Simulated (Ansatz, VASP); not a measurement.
**SnO2: VASP beside Ansatz**

INCAR

```
ALGO     = Normal         # electronic algorithm
EDIFF    = 1E-6           # SCF threshold, eV
ENCUT    = 520            # plane-wave cutoff, eV
GGA      = PS             # functional
ISIF     = 2              # what is computed and relaxed
ISMEAR   = 0              # smearing method
LASPH    = T              # aspherical terms in the spheres
LCHARG   = T              # write CHGCAR
LELF     = T              # ELF
LREAL    = F              # projectors in reciprocal space
LVHAR    = T            
LWAVE    = F              # write WAVECAR
NBANDS   = 35             # bands
NELM     = 60             # most SCF steps
PREC     = Accurate       # precision mode
SIGMA    = 0.05           # smearing width, eV
```

Contents of KPOINTS:

```
k-points
0
Gamma
  6 6 8
```

Contents of POSCAR:

```
SnO2
1.0
    4.7687243422      0.0000000000      0.0000000000
    0.0000000000      4.7687243422      0.0000000000
    0.0000000000      0.0000000000      3.2113691866
Sn O
2 4
Direct
    0.0000000000      0.0000000000     -0.0501966578
    0.5000000000      0.5000000000      0.5501966578
    0.2841301969      0.3284659379      0.0288019885
    0.2158698031      0.8284659379      0.4711980115
    0.7158698031      0.6715340621      0.0288019885
    0.7841301969      0.1715340621      0.4711980115
```

Input for Ansatz:

```yaml
crystal:
  lattice:
    - [4.7687243422, 0.0, 0.0]
    - [0.0, 4.7687243422, 0.0]
    - [0.0, 0.0, 3.2113691866]
  atoms:
    - { symbol: Sn, position: [0.0, 0.0, -0.0501966578] }
    - { symbol: Sn, position: [0.5, 0.5, 0.5501966578] }
    - { symbol: O, position: [0.2841301969, 0.3284659379, 0.0288019885] }
    - { symbol: O, position: [0.2158698031, 0.8284659379, 0.4711980115] }
    - { symbol: O, position: [0.7158698031, 0.6715340621, 0.0288019885] }
    - { symbol: O, position: [0.7841301969, 0.1715340621, 0.4711980115] }
basis:
  ecutwfc: 520.0
kpoints:
  mp_grid: { grid: [6, 6, 8] }
hamiltonian:
  xc: pbesol
  pseudopotentials: { kind: paw, azcp: { folder: soft_1 } }
scf:
  occupations: { method: gaussian, width: 0.05 }
output:
  forces: true
  stress: true
  eigenvalues: true
```

Change from the starting cell: mode 4 frozen in at -0.149 Å and mode 5 at -0.161 Å (largest displacements).

Alike in both runs: task single point; functional PBEsol; k mesh 6 × 6 × 8; occupations gaussian, width 0.05 eV; no spin polarisation.

|  | VASP | Ansatz |
| --- | --- | --- |
| version | VASP 6.6.1 | Ansatz 0.2.0 |
| potentials or method | VASP PAW PBE potentials, release 64 (Sn_d, O), cutoff 520 eV | scalar-relativistic, plane waves, PAW |
| valence electrons in the cell | 52 | 52 |

Ansatz gave:

| Property | Result |
| --- | --- |
| gap on the k mesh at the Fermi level (eV) | 0.98 |
| least direct gap on the mesh (eV) | 1.00 |
| pressure (GPa) | -0.7 |
| traceless stress, the component that is largest in VASP (GPa) | 0.91 |
| rms of the force components (eV/Å) | 0.491 |

Task: Which values does VASP return?

Result: gap on the k mesh at the Fermi level (eV): 0.98; least direct gap on the mesh (eV): 0.99; pressure (GPa): 0.1; traceless stress, the component that is largest in VASP (GPa): 0.76; rms of the force components (eV/Å): 0.503.

VASP's potentials were made for PBE, not for PBEsol, and Ansatz warns of the same on its side. Atom by atom the forces differ by 0.020 eV/Å (rms over components).
